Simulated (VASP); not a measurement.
Mo: single point with PBE

The system is Mo.

```
Mo
1.0
    -1.61027    1.57100    1.57100
     1.61027   -1.57100    1.57100
     1.61027    1.57100   -1.57100
Mo
1
Direct
  0.00000 0.00000 0.00000
```

This cell differs from its parent crystal: strain +0.0250 x Voigt [1, 0, 0, 0, 0, 0].

```
Program             : VASP 6.6.1
Task                : single point
Functional          : PBE
Potentials or basis : VASP PAW PBE potentials, release 64 (Mo_sv)
Cutoff              : 520 eV
k mesh              : 22 × 22 × 22
Occupations         : gaussian, width 0.15 eV
Spin                : no spin polarisation
```

| Item | Value |
| --- | --- |
| Pressure | -1.2 GPa |
| Band gap on the k mesh | zero (bands 7 and 8 overlap by 5.00 eV) |

Stress tensor (GPa, compression positive):
```
-5.88  0.00  0.00
 0.00  1.21  0.00
 0.00  0.00  1.21
```

Levels at points of the mesh, in eV from the Fermi level:
| k point | band 5 | band 6 | band 7 | band 8 | band 9 | band 10 |
| --- | --- | --- | --- | --- | --- | --- |
| (0.00, 0.00, 0.00) | -7.17 | -1.41 | -1.41 | -1.13 | 1.46 | 1.81 |
| (0.50, 0.00, 0.00) | -5.23 | -3.50 | 1.71 | 1.89 | 2.39 | 4.67 |
| (0.00, 0.50, 0.00) | -5.20 | -3.21 | 1.50 | 1.51 | 2.27 | 4.61 |
| (0.50, 0.50, 0.50) | -5.33 | -5.27 | 3.84 | 3.93 | 3.93 | 8.52 |

Run time: 2.9 min on 1 thread of Intel Xeon 8259CL (shared host), peak memory 0.26 GiB.

Caveat: the cell differs from its parent crystal (strain +0.0250 x Voigt [1, 0, 0, 0, 0, 0]); the stress differs along the axes, from -6 to 1 GPa.
